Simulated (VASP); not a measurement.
Here is a VASP 6.6.1 calculation.

The input INCAR:

```
PREC     = Accurate       # precision mode
ENCUT    = 520            # plane-wave cutoff, eV
EDIFF    = 1E-7           # SCF threshold, eV
ISMEAR   = 0              # smearing method
SIGMA    = 0.1            # smearing width, eV
LREAL    = F              # projectors in reciprocal space
LASPH    = T              # aspherical terms in the spheres
NELM     = 100            # most SCF steps
ALGO     = Normal         # electronic algorithm
ISIF     = 2              # what is computed and relaxed
LWAVE    = F              # write WAVECAR
LCHARG   = F              # write CHGCAR
GGA      = PE             # functional
NBANDS   = 24             # bands
```

Contents of KPOINTS:

```
Automatic mesh
0
Gamma
  6 6 6
```

POSCAR

```
Cd2Ir
1.0
    4.5290269422      0.0000000000      0.0000000000
   -2.2645134711      3.9222523864      0.0000000000
    0.0000000000      0.0000000000      3.1855554136
Cd Ir
2 1
Direct
    0.3333333333      0.6666666667      0.5000000000
    0.6666666667      0.3333333333      0.5000000000
    0.0000000000      0.0000000000      0.0000000000
```

Potentials or basis: VASP PAW PBE potentials, release 64 (Cd, Ir).

Launch:

```console
$ cat potpaw_PBE.64/Cd/POTCAR potpaw_PBE.64/Ir/POTCAR > POTCAR
$ mpirun -np 1 vasp_std > vasp.out
```

**Question.** What does it give for the pressure?

**Answer.** -2.2 GPa.

**Question.** What does it give for the band gap on the k mesh?

**Answer.** Zero (an odd number of electrons rules out a gap without spin polarisation).

Stress tensor (GPa, compression positive):
```
  3.70   0.00   0.00
  0.00   3.70   0.00
  0.00   0.00 -13.94
```

Caveat: the stress differs along the axes, from -14 to 4 GPa; spin-orbit coupling is left out, which moves the levels of the heavy elements.
